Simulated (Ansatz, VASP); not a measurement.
## BaTiO3 in VASP and in Ansatz

File INCAR:

```
SYSTEM = BaTiO3
  PREC = Accurate
  ENCUT = 520
  EDIFF = 1E-6
  ISMEAR = 0
  SIGMA = 0.02
  LREAL = .FALSE.
  LASPH = .TRUE.
  NELM = 100
  ALGO = Normal
  ISIF = 2
  LWAVE = .FALSE.
  LCHARG = .FALSE.
  GGA = PE
  IBRION = 2
  NSW = 60
  EDIFFG = -0.008
```

The input KPOINTS:

```
regular mesh
0
G
  8 8 6
  0 0 0
```

Contents of POSCAR:

```
BaTiO3
1.0
    3.9256680492      0.0000000000      0.0000000000
    0.0000000000      3.9256680492      0.0000000000
    0.0000000000      0.0000000000      4.1374754116
Ba Ti O
1 1 3
Direct
    0.5000000000      0.5000000000      0.5912757175
    0.0000000000      0.0000000000      0.1084227160
    0.0000000000      0.5000000000      0.0602445497
    0.5000000000      0.0000000000      0.0602445497
    0.0000000000      0.0000000000      0.5398094571
```

Input for Ansatz:

```yaml
crystal:
  lattice:
    - [3.9256680492, 0.0, 0.0]
    - [0.0, 3.9256680492, 0.0]
    - [0.0, 0.0, 4.1374754116]
  atoms:
    - { symbol: Ba, position: [0.5, 0.5, 0.5912757175] }
    - { symbol: Ti, position: [0.0, 0.0, 0.108422716] }
    - { symbol: O, position: [0.0, 0.5, 0.0602445497] }
    - { symbol: O, position: [0.5, 0.0, 0.0602445497] }
    - { symbol: O, position: [0.0, 0.0, 0.5398094571] }
basis:
  ecutwfc: 420
kpoints:
  mp_grid: { grid: [8, 8, 6] }
hamiltonian:
  xc: pbe
scf:
  occupations: { method: gaussian, width: 0.02 }
output:
  forces: true
  stress: true
  eigenvalues: true
relax:
  adjacent_minimum: "off"
  f_tol: 0.008
  max_steps: 40
```

Change from the starting cell: equal strain along all axes, cell held, atoms relaxed: -1.5 %.

Alike in both runs: task relaxation of the atoms; functional PBE; k mesh 8 × 8 × 6; occupations gaussian, width 0.02 eV; no spin polarisation.

|  | VASP | Ansatz |
| --- | --- | --- |
| version | VASP 6.6.1 | Ansatz 0.2.0 |
| potentials or method | VASP PAW PBE potentials, release 64 (Ba_sv, Ti_sv, O), cutoff 520 eV | scalar-relativistic, plane waves, PAW |
| valence electrons in the cell | 40 | 40 |

|  | VASP | Ansatz | Ansatz less VASP |
| --- | --- | --- | --- |
| gap on the k mesh at the Fermi level, each at its own relaxed structure (eV) | 1.83 | 1.90 | +0.068 |

Ansatz's warnings: stress scf threshold loose.

Spin-orbit coupling is off throughout.
